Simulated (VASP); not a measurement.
# CuO (P6_3/mmc) in VASP: single point with PBE+U

Aim: the single point of CuO with PBE+U.

Everything below comes from runs of VASP 6.6.1. Logs are shortened: lines on timing, memory, paths and dates and some standing lists are left out, and cuts for length are marked.

### Step 1. The cell of the first run

Symmetry: P6_3/mmc, No. 194, hexagonal system. The conventional cell has a = 3.180 Å, b = 3.180 Å, c = 4.431 Å, α = 90.00°, β = 90.00°, γ = 120.00°. Within 2.8 Å of Cu (site symmetry -3m) lie 6 O at 2.14 Å and 2 Cu at 2.22 Å. Within 2.9 Å of O (site symmetry -6m2) lie 6 Cu at 2.14 Å and 6 O at 2.88 Å.

### Step 2. Single point, PBE+U, collinear spin

Contents of INCAR:

```
SYSTEM = CuO
PREC     = Accurate       ! precision mode
ENCUT    = 820            ! plane-wave cutoff, eV
EDIFF    = 1E-6           ! SCF threshold, eV
ISMEAR   = 0              ! smearing method
SIGMA    = 0.05           ! smearing width, eV
LREAL    = .False.        ! projectors in reciprocal space
LASPH    = .True.         ! aspherical terms in the spheres
NELM     = 200            ! most SCF steps
ALGO     = Normal         ! electronic algorithm
ISIF     = 2              ! what is computed and relaxed
LWAVE    = .False.        ! write WAVECAR
LCHARG   = .False.        ! write CHGCAR
ISPIN    = 2              ! spin polarisation
MAGMOM   = 1 -1 0 0       ! initial moments
LORBIT   = 11             ! projections on sites
LMAXMIX  = 4              ! l up to which the mixer works
LDAU     = .True.         ! DFT+U
LDAUTYPE = 2            
LDAUL    = 2 -1           ! shell
LDAUU    = 8 0            ! U, eV
LDAUJ    = 0 0          
LDAUPRINT= 1            
GGA      = PE             ! functional
NBANDS   = 37             ! bands
GGA_COMPAT= .False.
```

Contents of KPOINTS:

```
Automatic mesh
0
Gamma
  7 7 4
  0 0 0
```

Contents of POSCAR:

```
CuO
1.0
    3.1795331000      0.0000000000      0.0000000000
   -1.5897665500      2.7535564400      0.0000000000
    0.0000000000      0.0000000000      4.4314907300
Cu O
2 2
Direct
    0.0000000000      0.0000000000      0.0000000000
    0.0000000000      0.0000000000      0.5000000000
    0.3333333333      0.6666666667      0.2500000000
    0.6666666667      0.3333333333      0.7500000000
```

Potentials or basis: VASP PAW PBE potentials, release 64 (Cu_sv_GW, O).

Launch:

```
cat potpaw_PBE.64/Cu_sv_GW/POTCAR potpaw_PBE.64/O/POTCAR > POTCAR
mpirun -np 1 vasp_std > vasp.out
```

OUTCAR:

```text
SYSTEM = CuO
   PREC = Accurate
   ENCUT = 820
   EDIFF = 1E-6
   ISMEAR = 0
   LREAL = .False.
   LASPH = .True.
   NELM = 200
   ISIF = 2
   ISPIN = 2
   LORBIT = 11
   GGA = PE

 ion  position               nearest neighbor table
   1  0.000  0.000  0.000-   3 2.14   4 2.14   4 2.14   3 2.14   4 2.14   3 2.14   2 2.22   2 2.22

   2  0.000  0.000  0.500-   3 2.14   4 2.14   4 2.14   3 2.14   4 2.14   3 2.14   1 2.22   1 2.22

   3  0.333  0.667  0.250-   1 2.14   2 2.14   1 2.14   2 2.14   1 2.14   2 2.14
   4  0.667  0.333  0.750-   1 2.14   2 2.14   1 2.14   2 2.14   1 2.14   2 2.14

  LATTYP: Found a hexagonal cell.
 ALAT       =     3.1795331000
 C/A-ratio  =     1.3937551806

  Lattice vectors:

 A1 = (   3.1795331000,   0.0000000000,   0.0000000000)
 A2 = (  -1.5897665500,   2.7535564400,   0.0000000000)
 A3 = (   0.0000000000,   0.0000000000,   4.4314907300)

Analysis of symmetry for initial positions (statically):
=====================================================================
 Subroutine PRICEL returns:
 Original cell was already a primitive cell.

 Routine SETGRP: Setting up the symmetry group for a
 hexagonal supercell.

 Subroutine GETGRP returns: Found 24 space group operations
 (whereof 12 operations were pure point group operations)
 out of a pool of 24 trial point group operations.

The static configuration has the point symmetry D_3d.
 The point group associated with its full space group is D_6h.

Analysis of symmetry for dynamics (positions and initial velocities):
=====================================================================
 Subroutine PRICEL returns:
 Original cell was already a primitive cell.

 Routine SETGRP: Setting up the symmetry group for a
 hexagonal supercell.

 Subroutine GETGRP returns: Found 24 space group operations
 (whereof 12 operations were pure point group operations)
 out of a pool of 24 trial point group operations.

The dynamic configuration has the point symmetry D_3d.
 The point group associated with its full space group is D_6h.

Analysis of structural, dynamic, and magnetic symmetry:
=====================================================================
 Subroutine PRICEL returns:
 Original cell was already a primitive cell.

 Routine SETGRP: Setting up the symmetry group for a
 hexagonal supercell.

 Subroutine GETGRP returns: Found 24 space group operations
 (whereof 12 operations were pure point group operations)
 out of a pool of 24 trial point group operations.

The overall configuration has the point symmetry D_3d.
 The point group associated with its full space group is D_6h.

 Subroutine INISYM returns: Found 24 space group operations
 (whereof 12 operations are pure point group operations),
 and found     1 'primitive' translations

----------------------------------------------------------------------------------------

                                     Primitive cell

  volume of cell :      38.7978

  direct lattice vectors                    reciprocal lattice vectors
     3.179533100  0.000000000  0.000000000     0.314511587  0.181583349  0.000000000
    -1.589766550  2.753556440  0.000000000     0.000000000  0.363166698  0.000000000
[... 157 lines left out ...]
  o =  0.9348  v = -0.6663 -0.0000 -0.0000  0.7457  0.0000  0.0000  0.0000  0.0000  0.0000  0.0000      0.0000  0.0000  0.0000  0.0000  0.0000  0.0000  0.0000  0.0000  0.0000  0.0000
  o =  0.9348  v = -0.0000  0.7457  0.0000  0.0000 -0.6663  0.0000  0.0000  0.0000  0.0000  0.0000      0.0000  0.0000  0.0000  0.0000  0.0000  0.0000  0.0000  0.0000  0.0000  0.0000
  o =  0.9357  v =  0.0000  0.0000  0.0000  0.0000  0.0000  0.0000  0.0000 -1.0000  0.0000  0.0000      0.0000  0.0000  0.0000  0.0000  0.0000  0.0000  0.0000  0.0000  0.0000  0.0000
  o =  0.9392  v =  0.0000 -0.0000  1.0000 -0.0000  0.0000  0.0000  0.0000  0.0000  0.0000  0.0000      0.0000  0.0000  0.0000  0.0000  0.0000  0.0000  0.0000  0.0000  0.0000  0.0000
  o =  0.9482  v =  0.0000  0.0000  0.0000  0.0000  0.0000  0.7509  0.0000  0.0000  0.6604  0.0000      0.0000  0.0000  0.0000  0.0000  0.0000  0.0000  0.0000  0.0000  0.0000  0.0000
  o =  0.9482  v =  0.0000  0.0000  0.0000  0.0000  0.0000 -0.0000  0.6604  0.0000 -0.0000  0.7509      0.0000  0.0000  0.0000  0.0000  0.0000  0.0000  0.0000  0.0000  0.0000  0.0000
  o =  0.9488  v = -0.7457  0.0000  0.0000 -0.6663  0.0000  0.0000  0.0000  0.0000  0.0000  0.0000      0.0000  0.0000  0.0000  0.0000  0.0000  0.0000  0.0000  0.0000  0.0000  0.0000
  o =  0.9488  v =  0.0000  0.6663  0.0000  0.0000  0.7457  0.0000  0.0000  0.0000  0.0000  0.0000      0.0000  0.0000  0.0000  0.0000  0.0000  0.0000  0.0000  0.0000  0.0000  0.0000

atom =   2  type =  1  l = 2

 onsite density matrix

spin component  1

  0.8754 -0.0000  0.0000 -0.0827  0.0000
 -0.0000  0.8541 -0.0000 -0.0000 -0.0827
  0.0000 -0.0000  0.9357 -0.0000  0.0000
 -0.0827 -0.0000 -0.0000  0.8541  0.0000
  0.0000 -0.0827  0.0000  0.0000  0.8754

spin component  2

  0.9426 -0.0000  0.0000 -0.0070  0.0000
 -0.0000  0.9410 -0.0000 -0.0000 -0.0070
  0.0000 -0.0000  0.9392  0.0000  0.0000
 -0.0070 -0.0000  0.0000  0.9410  0.0000
  0.0000 -0.0070  0.0000  0.0000  0.9426

 occupancies and eigenvectors

  o =  0.7813  v =  0.6604  0.0000 -0.0000  0.7509 -0.0000  0.0000  0.0000  0.0000  0.0000  0.0000      0.0000  0.0000  0.0000  0.0000  0.0000  0.0000  0.0000  0.0000  0.0000  0.0000
  o =  0.7813  v =  0.0000  0.7509 -0.0000  0.0000  0.6604  0.0000  0.0000  0.0000  0.0000  0.0000      0.0000  0.0000  0.0000  0.0000  0.0000  0.0000  0.0000  0.0000  0.0000  0.0000
  o =  0.9348  v =  0.0000  0.0000  0.0000  0.0000  0.0000  0.6663 -0.0000  0.0000  0.7457 -0.0000      0.0000  0.0000  0.0000  0.0000  0.0000  0.0000  0.0000  0.0000  0.0000  0.0000
  o =  0.9348  v =  0.0000  0.0000  0.0000  0.0000  0.0000 -0.0000 -0.7457  0.0000 -0.0000 -0.6663      0.0000  0.0000  0.0000  0.0000  0.0000  0.0000  0.0000  0.0000  0.0000  0.0000
  o =  0.9357  v =  0.0000 -0.0000 -1.0000 -0.0000  0.0000  0.0000  0.0000  0.0000  0.0000  0.0000      0.0000  0.0000  0.0000  0.0000  0.0000  0.0000  0.0000  0.0000  0.0000  0.0000
  o =  0.9392  v =  0.0000  0.0000  0.0000  0.0000  0.0000  0.0000  0.0000  1.0000  0.0000  0.0000      0.0000  0.0000  0.0000  0.0000  0.0000  0.0000  0.0000  0.0000  0.0000  0.0000
  o =  0.9482  v = -0.7509  0.0000 -0.0000  0.6604 -0.0000  0.0000  0.0000  0.0000  0.0000  0.0000      0.0000  0.0000  0.0000  0.0000  0.0000  0.0000  0.0000  0.0000  0.0000  0.0000
  o =  0.9482  v =  0.0000  0.6604 -0.0000 -0.0000 -0.7509  0.0000  0.0000  0.0000  0.0000  0.0000      0.0000  0.0000  0.0000  0.0000  0.0000  0.0000  0.0000  0.0000  0.0000  0.0000
  o =  0.9488  v =  0.0000  0.0000  0.0000  0.0000  0.0000 -0.7457 -0.0000  0.0000  0.6663  0.0000      0.0000  0.0000  0.0000  0.0000  0.0000  0.0000  0.0000  0.0000  0.0000  0.0000
  o =  0.9488  v =  0.0000  0.0000  0.0000  0.0000  0.0000 -0.0000  0.6663 -0.0000  0.0000 -0.7457      0.0000  0.0000  0.0000  0.0000  0.0000  0.0000  0.0000  0.0000  0.0000  0.0000

 number of electron      49.9999999 magnetization       0.0000000

 Free energy of the ion-electron system (eV)
  ---------------------------------------------------
  ext. energy  EPLUGINS =         0.00000000
  ---------------------------------------------------
  free energy    TOTEN  =       -11.33219975 eV

  energy without entropy =      -11.32615621  energy(sigma->0) =      -11.32917798

 E-fermi :   5.0200     XC(G=0): -12.5053

 val. band max:        4.9765519982   @ k =   0.4286   0.1429   0.0000
 cond. band min:       5.0210527499   @ k =   0.1429   0.1429   0.5000
 fundamental gap:      0.0445007517
 Fermi energy:         5.0199737857

 spin component 1

 k-point     1 :       0.0000    0.0000    0.0000
  band No.  band energies     occupation
      1    -105.2502      1.00000
      2    -104.8565      1.00000
      3     -62.8055      1.00000
      4     -62.6526      1.00000
      5     -62.6526      1.00000
      6     -62.3582      1.00000
[... 949 lines left out ...]
     36      25.2462      0.00000
     37      27.8859      0.00000
 Fermi energy:         5.0199737857

 spin component 2

 k-point     1 :       0.0000    0.0000    0.0000
  band No.  band energies     occupation
      1    -105.2502      1.00000
      2    -104.8565      1.00000
      3     -62.8055      1.00000
      4     -62.6526      1.00000
      5     -62.6526      1.00000
      6     -62.3582      1.00000
[... 949 lines left out ...]
     36      25.2462      0.00000
     37      27.8820      0.00000

------------------------ aborting loop because EDIFF is reached ----------------------------------------

  FORCE on cell =-STRESS in cart. coord.  units (eV):
  Direction    XX          YY          ZZ          XY          YZ          ZX
  --------------------------------------------------------------------------------------
  -------------------------------------------------------------------------------------
  Total       -2.8461478     -2.8461478      7.8558245      0.0000000      0.0000000      0.0000000
  in kB     -117.5332783   -117.5332786    324.4107065      0.0000000      0.0000000      0.0000000
  external PRESSURE =      29.7813832 kB  Pullay stress =       0.0000000 kB

 VOLUME and BASIS-vectors are now :
 -----------------------------------------------------------------------------
  energy-cutoff  :      820.00
  volume of cell :       38.80
      direct lattice vectors                 reciprocal lattice vectors
     3.179533100  0.000000000  0.000000000     0.314511587  0.181583349  0.000000000
    -1.589766550  2.753556440  0.000000000     0.000000000  0.363166698  0.000000000
     0.000000000  0.000000000  4.431490730     0.000000000  0.000000000  0.225657699

 POSITION                                       TOTAL-FORCE (eV/Angst)
 -----------------------------------------------------------------------------------
      0.00000      0.00000      0.00000        -0.000000      0.000000     -0.000000
      0.00000      0.00000      2.21575        -0.000000      0.000000     -0.000000
     -0.00000      1.83570      1.10787        -0.000000      0.000000     -0.000000
      1.58977      0.91785      3.32362         0.000000     -0.000000      0.000000
 -----------------------------------------------------------------------------------
    total drift:                               -0.000000      0.000000      0.000000

  FREE ENERGIE OF THE ION-ELECTRON SYSTEM (eV)
  ---------------------------------------------------
  free  energy   TOTEN  =       -11.3321997454 eV

  energy  without entropy=      -11.3261562086  energy(sigma->0) =      -11.32917798

 total charge

# of ion       s       p       d       f       tot
--------------------------------------------------
    1        2.197   6.322   9.073   0.009  17.601
    2        2.197   6.322   9.073   0.009  17.601
    3        1.579   3.303   0.000   0.000   4.882
    4        1.579   3.303   0.000   0.000   4.882
--------------------------------------------------
tot          7.552  19.250  18.145   0.019  44.966

 magnetization (x)

# of ion       s       p       d       f       tot
--------------------------------------------------
    1        0.001  -0.002   0.311  -0.000   0.311
    2       -0.001   0.002  -0.311   0.000  -0.311
    3        0.000   0.000   0.000   0.000   0.000
    4        0.000   0.000   0.000   0.000   0.000
--------------------------------------------------
tot          0.000   0.000   0.000   0.000   0.000
```

Wall time 2.8 min (1 thread of Intel Xeon Platinum 8259CL at 2.50GHz (Skylake/Cascade Lake), shared host); peak memory 0.29 GiB.

What came out:

```yaml
Free_energy: -11.3322 eV
Pressure: 3.0 GPa
Band_gap_on_the_k_mesh: zero (filled and empty bands overlap)
Net_moment: 0.00 μB per cell
Site_moments: Cu +0.31, -0.31; O +0.00 μB
Valence_electrons_inside_the_program's_atomic_spheres: Cu 17.60; O 4.88
```

Eigenvalues of the final occupation matrices:
```csv
site,spin,trace,eigenvalues
site 1 d,1,4.71,0.93 0.93 0.94 0.95 0.95
site 1 d,2,4.39,0.78 0.78 0.94 0.95 0.95
site 2 d,1,4.39,0.78 0.78 0.94 0.95 0.95
site 2 d,2,4.71,0.93 0.93 0.94 0.95 0.95
```

Caveat: the stress differs along the axes, from -12 to 32 GPa.

The gap in the log of VASP goes by the Fermi energy; the results here count the filled bands.